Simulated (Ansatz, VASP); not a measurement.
# ZnMo3 in VASP and in Ansatz

File INCAR:

```
PREC = Accurate ; ENCUT = 600
EDIFF = 1E-7 ; ISMEAR = 0
SIGMA = 0.1 ; LREAL = False
LASPH = True ; NELM = 80
ALGO = Fast ; ISIF = 3
LWAVE = False ; LCHARG = False
GGA = PE ; IBRION = 2
NSW = 100 ; EDIFFG = -0.01
```

File KPOINTS:

```
regular mesh
0
Gamma
  12 12 12
```

Contents of POSCAR:

```
ZnMo3
1.0
    3.9431540000      0.0000000000      0.0000000000
    0.0000000000      3.9431540000      0.0000000000
    0.0000000000      0.0000000000      3.9431540000
Zn Mo
1 3
Direct
    0.0000000000      0.0000000000      0.0000000000
    0.0000000000      0.5000000000      0.5000000000
    0.5000000000      0.0000000000      0.5000000000
    0.5000000000      0.5000000000      0.0000000000
```

Input for Ansatz:

```yaml
crystal:
  lattice:
    - [3.943154, 0.0, 0.0]
    - [0.0, 3.943154, 0.0]
    - [0.0, 0.0, 3.943154]
  atoms:
    - { symbol: Zn, position: [0.0, 0.0, 0.0] }
    - { symbol: Mo, position: [0.0, 0.5, 0.5] }
    - { symbol: Mo, position: [0.5, 0.0, 0.5] }
    - { symbol: Mo, position: [0.5, 0.5, 0.0] }
basis:
  ecutwfc: 420
kpoints:
  mp_grid: { grid: [12, 12, 12] }
hamiltonian:
  xc: pbe
scf:
  occupations: { method: gaussian, width: 0.1 }
output:
  forces: true
  stress: true
  eigenvalues: true
relax:
  adjacent_minimum: "off"
  f_tol: 0.01
  max_steps: 80
  cell: { stress_tol: 0.05 }
```

Alike in both runs: task relaxation of cell and atoms; functional PBE; k mesh 12 × 12 × 12; occupations gaussian, width 0.1 eV; no spin polarisation.

|  | VASP | Ansatz |
| --- | --- | --- |
| version | VASP 6.6.1 | Ansatz 0.2.0 |
| potentials or method | VASP PAW PBE potentials, release 64 (Zn, Mo_sv), cutoff 600 eV | scalar-relativistic, plane waves, PAW |
| valence electrons in the cell | 54 | 54 |

```csv
,VASP,Ansatz,Ansatz less VASP
"gap on the k mesh at the Fermi level, each at its own relaxed structure (eV)",none,none,-
relaxed volume (Å³/atom),15.26,15.23,-0.032
relaxed length of the cell vector where the two differ most in proportion (Å),3.937,3.934,-0.0027
```

A gap of «none» marks a metal or a gap that the smearing closes.
